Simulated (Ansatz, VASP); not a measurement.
## Sc2Al in VASP and in Ansatz

File INCAR:

```
SYSTEM = Sc2Al
PREC     = Accurate       ! precision mode
ENCUT    = 520            ! plane-wave cutoff, eV
EDIFF    = 1E-6           ! SCF threshold, eV
ISMEAR   = 0              ! smearing method
SIGMA    = 0.1            ! smearing width, eV
LREAL    = .FALSE.        ! projectors in reciprocal space
LASPH    = .TRUE.         ! aspherical terms in the spheres
NELM     = 80             ! most SCF steps
ALGO     = Fast           ! electronic algorithm
ISIF     = 2              ! what is computed and relaxed
LWAVE    = .FALSE.        ! write WAVECAR
LCHARG   = .FALSE.        ! write CHGCAR
GGA      = PS             ! functional
NBANDS   = 34             ! bands
```

File KPOINTS:

```
Automatic mesh
0
G
  12 12 6
  0 0 0
```

POSCAR

```
Sc2Al
1.0
    4.8926114005      0.0000000000      0.0000000000
   -2.4463057002      4.2371257637      0.0000000000
    0.0000000000      0.0000000000      6.1614205700
Sc Al
4 2
Direct
    0.0000000000      0.0000000000      0.0000000000
    0.0000000000      0.0000000000      0.5000000000
    0.3333333300      0.6666666700      0.7500000000
    0.6666666700      0.3333333300      0.2500000000
    0.3333333300      0.6666666700      0.2500000000
    0.6666666700      0.3333333300      0.7500000000
```

Input for Ansatz:

```yaml
crystal:
  lattice:
    - [4.8926114005, 0.0, 0.0]
    - [-2.4463057002, 4.2371257637, 0.0]
    - [0.0, 0.0, 6.16142057]
  atoms:
    - { symbol: Sc, position: [0.0, 0.0, 0.0] }
    - { symbol: Sc, position: [0.0, 0.0, 0.5] }
    - { symbol: Sc, position: [0.33333333, 0.66666667, 0.75] }
    - { symbol: Sc, position: [0.66666667, 0.33333333, 0.25] }
    - { symbol: Al, position: [0.33333333, 0.66666667, 0.25] }
    - { symbol: Al, position: [0.66666667, 0.33333333, 0.75] }
basis:
  ecutwfc: 420
kpoints:
  mp_grid: { grid: [12, 12, 6] }
hamiltonian:
  xc: pbesol
scf:
  occupations: { method: gaussian, width: 0.1 }
output:
  forces: true
  stress: true
  eigenvalues: true
  populations: true
  write_density: true
  write_potential: true
  elf: true
  volumetric_format: npy
```

Alike in both runs: task single point; functional PBEsol; k mesh 12 × 12 × 6; occupations gaussian, width 0.1 eV; no spin polarisation.

|  | VASP | Ansatz |
| --- | --- | --- |
| version | VASP 6.6.1 | Ansatz 0.2.0 |
| potentials or method | VASP PAW PBE potentials, release 64 (Sc_sv, Al), cutoff 520 eV | scalar-relativistic, plane waves, PAW |
| valence electrons in the cell | 50 | 50 |

|  | VASP | Ansatz | Ansatz less VASP |
| --- | --- | --- | --- |
| gap on the k mesh at the Fermi level (eV) | none | none | - |
| pressure (GPa) | -2.0 | -2.1 | -0.09 |
| traceless stress, the component that is largest in VASP (GPa) | -0.15 | -0.13 | +0.022 |

VASP's potentials were made for PBE, not for PBEsol. A gap of «none» marks a metal or a gap that the smearing closes.
